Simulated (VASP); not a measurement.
# Al3N in VASP: notebook

The runs below take Al3N through relaxation of the atoms, with r2SCAN.

Program: VASP 6.6.1. These are calculated values, not measurements. Logs are shortened: lines on timing, memory, paths and dates and some standing lists are left out, and cuts for length are marked.

**1. The cell of the first run**

The cell holds a slab with vacuum, 4 atoms: a = 2.823 Å, b = 2.823 Å, c = 19.601 Å, α = 90.00°, β = 90.00°, γ = 90.00°.

**2. Relaxation of the atoms, r2SCAN**

File POSCAR:

```
Al3N
1.0
    2.8227735241      0.0000000000      0.0000000000
    0.0000000000      2.8227735241      0.0000000000
    0.0000000000      0.0000000000     19.6006973085
Al N
3 1
Selective dynamics
Direct
    0.5000000000      0.5000000000      0.2040743723  F F F
    0.0000000000      0.0000000000      0.3086652017  F F F
    0.5000000000      0.5000000000      0.4132861796  F F F
    0.5000000000      0.5000000000      0.5112418783  F F T
```

File INCAR.step1:

```
SYSTEM = Al3N
PREC = Accurate ; ENCUT = 520
ISMEAR = 0 ; SIGMA = 0.1
LREAL = .False. ; LASPH = .True.
NELM = 100 ; LDIPOL = .True.
IDIPOL = 3 ; DIPOL = 0.5 0.5 0.359
GGA = PE ; ALGO = Normal
EDIFF = 1E-4 ; LWAVE = .True.
LCHARG = .False.
```

File INCAR.step2:

```
SYSTEM = Al3N
PREC = Accurate ; ENCUT = 520
EDIFF = 1E-6 ; ISMEAR = 0
SIGMA = 0.1 ; LREAL = .False.
LASPH = .True. ; NELM = 100
ALGO = Normal ; ISIF = 2
LWAVE = .False. ; LCHARG = .False.
LDIPOL = .True. ; IDIPOL = 3
DIPOL = 0.5 0.5 0.359 ; METAGGA = R2SCAN
LMIXTAU = .True. ; IBRION = 2
NSW = 36 ; EDIFFG = -0.025
ISTART = 1
```

File KPOINTS:

```
regular mesh
0
Gamma
  9 9 1
  0 0 0
```

Potentials or basis: VASP PAW PBE potentials, release 64 (Al, N).

On the command line:

```sh
> cat potpaw_PBE.64/Al/POTCAR potpaw_PBE.64/N/POTCAR > POTCAR
> cp INCAR.step1 INCAR
> mpirun -np 1 vasp_std > vasp.out
> cp INCAR.step2 INCAR
> mpirun -np 1 vasp_std > vasp.out
```

OUTCAR:

```text
SYSTEM = Al3N
   PREC = Accurate
   ENCUT = 520
   EDIFF = 1E-6
   ISMEAR = 0
   LREAL = .False.
   LASPH = .True.
   NELM = 100
   ISIF = 2
   METAGGA = R2SCAN
   IBRION = 2
   NSW = 36
   EDIFFG = -0.025
   ISTART = 1

 ion  position               nearest neighbor table
   1  0.500  0.500  0.204-   2 2.86   2 2.86   2 2.86   2 2.86
   2  0.000  0.000  0.309-   1 2.86   1 2.86   1 2.86   1 2.86   3 2.86   3 2.86   3 2.86   3 2.86

   3  0.500  0.500  0.413-   4 1.92   2 2.86   2 2.86   2 2.86   2 2.86
   4  0.500  0.500  0.511-   3 1.92

  LATTYP: Found a simple tetragonal cell.
 ALAT       =     2.8227735241
 C/A-ratio  =     6.9437725489

  Lattice vectors:

 A1 = (   2.8227735241,   0.0000000000,   0.0000000000)
 A2 = (   0.0000000000,   2.8227735241,   0.0000000000)
 A3 = (   0.0000000000,   0.0000000000,  19.6006973085)

Analysis of symmetry for initial positions (statically):
=====================================================================
 Subroutine PRICEL returns:
 Original cell was already a primitive cell.

 Routine SETGRP: Setting up the symmetry group for a
 simple tetragonal supercell.

 Subroutine GETGRP returns: Found  8 space group operations
 (whereof  8 operations were pure point group operations)
 out of a pool of 16 trial point group operations.

The static configuration has the point symmetry C_4v.

Analysis of symmetry for dynamics (positions and initial velocities):
=====================================================================
 Subroutine PRICEL returns:
 Original cell was already a primitive cell.

 Routine SETGRP: Setting up the symmetry group for a
 simple tetragonal supercell.

 Subroutine GETGRP returns: Found  8 space group operations
 (whereof  8 operations were pure point group operations)
 out of a pool of 16 trial point group operations.

The dynamic configuration has the point symmetry C_4v.

Analysis of constrained symmetry for selective dynamics:
=====================================================================
 Subroutine PRICEL returns:
 Original cell was already a primitive cell.

 Routine SETGRP: Setting up the symmetry group for a
 simple tetragonal supercell.

 Subroutine GETGRP returns: Found  8 space group operations
 (whereof  8 operations were pure point group operations)
 out of a pool of 16 trial point group operations.

The constrained configuration has the point symmetry C_4v.

 Subroutine INISYM returns: Found  8 space group operations
 (whereof  8 operations are pure point group operations),
 and found     1 'primitive' translations

----------------------------------------------------------------------------------------

                                     Primitive cell

  volume of cell :     156.1793

  direct lattice vectors                    reciprocal lattice vectors
     2.822773524  0.000000000  0.000000000     0.354261506  0.000000000  0.000000000
     0.000000000  2.822773524  0.000000000     0.000000000  0.354261506  0.000000000
     0.000000000  0.000000000 19.600697308     0.000000000  0.000000000  0.051018593

  length of vectors
     2.822773524  2.822773524 19.600697308     0.354261506  0.354261506  0.051018593

  position of ions in fractional coordinates (direct lattice)
     0.500000000  0.500000000  0.204074372
     0.000000000  0.000000000  0.308665202
     0.500000000  0.500000000  0.413286180
     0.500000000  0.500000000  0.511241878

  ion indices of the primitive-cell ions
   primitive index   ion index
                 1           1
                 2           2
                 3           3
                 4           4

----------------------------------------------------------------------------------------

 KPOINTS: regular mesh

Automatic generation of k-mesh.
 Grid dimensions read from file:
 generate k-points for:    9    9    1

 Generating k-lattice:

  Cartesian coordinates                     Fractional coordinates (reciprocal lattice)
     0.039362390  0.000000000  0.000000000     0.111111111  0.000000000  0.000000000
     0.000000000  0.039362390  0.000000000     0.000000000  0.111111111  0.000000000
     0.000000000  0.000000000  0.051018593     0.000000000  0.000000000  1.000000000

  Length of vectors
     0.039362390  0.039362390  0.051018593

  Shift w.r.t. Gamma in fractional coordinates (k-lattice)
     0.000000000  0.000000000  0.000000000

 Subroutine IBZKPT returns following result:
 ===========================================

 Found     15 irreducible k-points:

 Following reciprocal coordinates:
            Coordinates               Weight
  0.000000  0.000000  0.000000      1.000000
  0.111111  0.000000  0.000000      4.000000
  0.222222  0.000000  0.000000      4.000000
  0.333333  0.000000  0.000000      4.000000
  0.444444  0.000000  0.000000      4.000000
  0.111111  0.111111  0.000000      4.000000
  0.222222  0.111111  0.000000      8.000000
  0.333333  0.111111  0.000000      8.000000
  0.444444  0.111111  0.000000      8.000000
  0.222222  0.222222  0.000000      4.000000
  0.333333  0.222222  0.000000      8.000000
  0.444444  0.222222  0.000000      8.000000
  0.333333  0.333333  0.000000      4.000000
  0.444444  0.333333  0.000000      8.000000
  0.444444  0.444444  0.000000      4.000000
   k-points           NKPTS =     15   k-points in BZ     NKDIM =     15   number of bands    NBANDS=     11
   number of dos      NEDOS =    301   number of ions     NIONS =      4
   total plane-waves  NPLWV =  86400
   dimension x,y,z NGX =    24 NGY =   24 NGZ =  150
   dimension x,y,z NGXF=    48 NGYF=   48 NGZF=  300
   ions per type =               3   1
   NGX,Y,Z   is equivalent  to a cutoff of  14.13, 14.13, 12.72 a.u.
   NGXF,Y,Z  is equivalent  to a cutoff of  28.27, 28.27, 25.44 a.u.
 SYSTEM =  Al3N
   PREC   = accura    normal or accurate (medium, high low for compatibility)
   ISTART =      1    job   : 0-new  1-cont  2-samecut
   ICHARG =      0    charge: 1-file 2-atom 10-const
   ISPIN  =      1    spin polarized calculation?
   LNONCOLLINEAR =      F non collinear calculations
   LSORBIT =      F    spin-orbit coupling
   LASPH  =      T    aspherical Exc in radial PAW
   ENCUT  =  520.0 eV  38.22 Ry    6.18 a.u.   5.25  5.25 36.44*2*pi/ulx,y,z
   NELM   =    100;   NELMIN=  2; NELMDL=  0     # of ELM steps
   EDIFF  = 0.1E-05   stopping-criterion for ELM
   LREAL  =      F    real-space projection
   EDIFFG = -.3E-01   stopping-criterion for IOM
   NSW    =     36    number of steps for IOM
   IBRION =      2    ionic relax: 0-MD 1-quasi-New 2-CG
   NFREE  =      1    steps in history (QN), initial steepest desc. (CG)
   ISIF   =      2    stress and relaxation
   ISYM   =      2    0-nonsym 1-usesym 2-fastsym
   POTIM  = 0.5000    time-step for ionic-motion
   TEBEG  =    0.0;   TEEND  =   0.0 temperature during run
   PSTRESS=    0.0 pullay stress
   NELECT =      14.0000    total number of electrons
   NUPDOWN=      -1.0000    fix difference up-down
   EMIN   =  10.00;   EMAX   =-10.00  energy-range for DOS
   EFERMI =   0.00;   METHOD = LEGACY
   ISMEAR =     0;   SIGMA  =   0.10  broadening in eV -4-tet -1-fermi 0-gaus
   EFERMI_NEDOS =   21; number of points for ismear=-14 and -15
   IALGO  =     38    algorithm
   IMIX   =      4    mixing-type and parameters
     AMIX     =   0.40;   BMIX     =  1.00
     AMIX_MAG =   1.60;   BMIX_MAG =  1.00
  volume/ion in A,a.u.               =      39.04       263.49
  Fermi-wavevector in a.u.,A,eV,Ry     =   0.732672  1.384549  7.303721  0.536808
  Thomas-Fermi vector in A             =   1.825193
   LORBIT       =      0    0 simple, 1 ext, 2 COOP (PROOUT), +10 PAW based schemes
   METAGGA = R2SCAN    functional components
   LHFCALC =     F    Hartree Fock is set to
   AEXX    =    0.0000 exact exchange contribution
   IVDW    =     0    specifies the selected vdW correction
   LEPSILON=     F    determine dielectric tensor
   LRPA    =     F    only Hartree local field effects (RPA)
 conjugate gradient relaxation of ions
 non-spin polarized calculation
 Gauss-broadening in eV      SIGMA  =   0.10
  energy-cutoff  :      520.00
  volume of cell :      156.18
 maximum number of plane-waves:      4249
 NGX is ok and might be reduce to    24
   NGX = 11   NGY = 11   NGZ = 73

--------------------------------------- Ionic step        1  -------------------------------------------

 number of electron      14.0000001 magnetization

 Free energy of the ion-electron system (eV)
  ---------------------------------------------------
  ext. energy  EPLUGINS =         0.00000000
  ---------------------------------------------------
  free energy    TOTEN  =       -24.59551893 eV

  energy without entropy =      -24.57588280  energy(sigma->0) =      -24.58570087

------------------------ aborting loop because EDIFF is reached ----------------------------------------

  FORCE on cell =-STRESS in cart. coord.  units (eV):
  Direction    XX          YY          ZZ          XY          YZ          ZX
  --------------------------------------------------------------------------------------
  -------------------------------------------------------------------------------------
  Total       -2.8302749     -2.8302749     -3.7741816      0.0000000      0.0000000      0.0000000
  in kB      -29.0345842    -29.0345842    -38.7177209      0.0000000      0.0000000      0.0000000
  external PRESSURE =     -32.2622964 kB  Pullay stress =       0.0000000 kB
[... 101 lines left out ...]
--------------------------------------- Ionic step        4  -------------------------------------------

 number of electron      14.0000001 magnetization

 dipolmoment           0.000000      0.000000      0.205867 electrons x Angstroem

 Free energy of the ion-electron system (eV)
  ---------------------------------------------------
  ext. energy  EPLUGINS =         0.00000000
  ---------------------------------------------------
  free energy    TOTEN  =       -24.72940422 eV

  energy without entropy =      -24.71837862  energy(sigma->0) =      -24.72389142

 E-fermi :  -1.5385     XC(G=0):  -4.9121

 val. band max:       -1.5797377713   @ k =   0.4444   0.0000   0.0000
 cond. band min:      -1.4393161548   @ k =   0.3333   0.3333   0.0000
 fundamental gap:      0.1404216165
 Fermi energy:        -1.5384740889

 k-point     1 :       0.0000    0.0000    0.0000
  band No.  band energies     occupation
      1     -15.8698      2.00000
      2     -12.7075      2.00000
      3     -10.0648      2.00000
      4      -6.2632      2.00000
      5      -3.7484      2.00000
      6      -0.7566      0.00000
      7      -0.3970      0.00000
      8      -0.3970      0.00000
      9       2.3851      0.00000
     10       3.9839      0.00000
     11       4.7480      0.00000
[... 184 lines left out ...]
  band No.  band energies     occupation
      1     -14.1807      2.00000
      2      -5.3406      2.00000
      3      -4.0692      2.00000
      4      -3.6404      2.00000
      5      -3.1672      2.00000
      6      -2.7582      2.00000
      7      -2.1271      2.00000
      8      -2.0371      2.00000
      9      -1.1221      0.00000
     10      -0.7407      0.00000
     11       0.3036      0.00000

------------------------ aborting loop because EDIFF is reached ----------------------------------------

 vacuum level on the upper side and lower side of the slab       (xc-potential included)         2.235        -2.341

  FORCE on cell =-STRESS in cart. coord.  units (eV):
  Direction    XX          YY          ZZ          XY          YZ          ZX
  --------------------------------------------------------------------------------------
  -------------------------------------------------------------------------------------
  Total       -2.6244771     -2.6244771     -0.0736125      0.0000000      0.0000000      0.0000000
  in kB      -26.9233926    -26.9233926     -0.7551597      0.0000000      0.0000000      0.0000000
  external PRESSURE =     -18.2006483 kB  Pullay stress =       0.0000000 kB
[... 19 lines left out ...]
  FREE ENERGIE OF THE ION-ELECTRON SYSTEM (eV)
  ---------------------------------------------------
  free  energy   TOTEN  =       -24.7294042220 eV

  energy  without entropy=      -24.7183786189  energy(sigma->0) =      -24.72389142

 reached required accuracy - stopping structural energy minimisation

 vacuum level on the upper side and lower side of the slab         7.359         2.668
```

It took 16 min on 1 thread of Oxide Virtual Turin-like, shared host; peak memory 0.28 GiB.

Results:

| Property | Result |
| --- | --- |
| Free energy | -24.7294 eV |
| Energy gained by relaxing | 33.5 meV/atom |
| Ionic steps | 4 |
| Band gap on the k mesh | zero (bands 7 and 8 overlap by 1.68 eV) |

The path:
```csv
step,energy change (eV),largest force on free atoms (eV/Å),pressure (GPa)
1,0.0000,1.8831,-3.23
2,-0.1213,0.6785,-2.27
3,-0.1339,0.0308,-1.77
4,-0.1339,0.0218,-1.82
```

Final structure:
```yaml
crystal:
  lattice:
    - [2.82277, 0.00000, 0.00000]
    - [0.00000, 2.82277, 0.00000]
    - [0.00000, 0.00000, 19.60070]
  atoms:
    - { symbol: Al, position: [0.50000, 0.50000, 0.20407] }
    - { symbol: Al, position: [0.00000, 0.00000, 0.30867] }
    - { symbol: Al, position: [0.50000, 0.50000, 0.41329] }
    - { symbol: N, position: [0.50000, 0.50000, 0.50485] }
```

Levels at points of the mesh, in eV from the Fermi level:
```
           k point  band 5  band 6  band 7  band 8  band 9  band 10
(0.00, 0.00, 0.00)   -2.21    0.78    1.14    1.14    3.92     5.52
```

Caveat: the PAW data sets were made with another functional, which shifts forces and pressure a little.

**3. Relaxation of the atoms, r2SCAN**

POSCAR: that of step 2 with these lines changed.

```diff
@@ -12,2 +12,2 @@
     0.5000000000      0.5000000000      0.4132861796  F F F
-    0.5000000000      0.5000000000      0.5112418783  F F T
+    1.0000000000      1.0000000000      0.3816546519  F F T
```

File INCAR.step1:

```
SYSTEM = Al3N
PREC = Accurate
ENCUT = 520
ISMEAR = 0
SIGMA = 0.1
LREAL = .False.
LASPH = .True.
NELM = 60
LDIPOL = .True.
IDIPOL = 3
DIPOL = 0.5 0.5 0.327
GGA = PE
ALGO = Normal
EDIFF = 1E-4
LWAVE = .True.
LCHARG = .False.
```

File INCAR.step2:

```
SYSTEM = Al3N
PREC = Accurate
ENCUT = 520
EDIFF = 1E-7
ISMEAR = 0
SIGMA = 0.1
LREAL = .False.
LASPH = .True.
NELM = 60
ALGO = Normal
ISIF = 2
LWAVE = .False.
LCHARG = .False.
LDIPOL = .True.
IDIPOL = 3
DIPOL = 0.5 0.5 0.327
METAGGA = R2SCAN
LMIXTAU = .True.
IBRION = 2
NSW = 36
EDIFFG = -0.025
ISTART = 1
```

KPOINTS is that of step 2.

Potentials or basis: VASP PAW PBE potentials, release 64 (Al, N).

On the command line:

```sh
> cat potpaw_PBE.64/Al/POTCAR potpaw_PBE.64/N/POTCAR > POTCAR
> cp INCAR.step1 INCAR
> mpirun -np 1 vasp_std > vasp.out
> cp INCAR.step2 INCAR
> mpirun -np 1 vasp_std > vasp.out
```

Run time: 34 min. Hardware: 1 thread of Oxide Virtual Turin-like, shared host; peak memory 0.29 GiB.

The run converged. Its results:

- Free energy: -30.1760 eV
- Energy gained by relaxing: 1024.0 meV/atom
- Ionic steps: 4
- Band gap on the k mesh: zero (bands 7 and 8 overlap by 0.81 eV)

Step by step:
| step | energy change (eV) | largest force on free atoms (eV/Å) | pressure (GPa) |
| --- | --- | --- | --- |
| 1 | 0.0000 | 21.5939 | 8.84 |
| 2 | -3.6228 | 2.7997 | -3.49 |
| 3 | -3.9742 | 1.4284 | -1.41 |
| 4 | -4.0962 | 0.0013 | -2.36 |

Final structure:
```xyz
4
Lattice="2.8228 0.0000 0.0000 0.0000 2.8228 0.0000 0.0000 0.0000 19.6007" Properties=species:S:1:pos:R:3 pbc="T T T"
Al    1.4114    1.4114    4.0000
Al    0.0000    0.0000    6.0501
Al    1.4114    1.4114    8.1007
N     0.0000    0.0000    8.1927
```

Levels at points of the mesh, in eV from the Fermi level:
```
           k point  band 3  band 4  band 5  band 6  band 7  band 8  band 9  band 10  band 11
(0.00, 0.00, 0.00)   -8.00   -4.68   -3.75   -3.75   -1.23    1.74    2.90     3.88     4.26
```

Caveat: the PAW data sets were made with another functional, which shifts forces and pressure a little.

The gap in the log of VASP goes by the Fermi energy; the results here count the filled bands.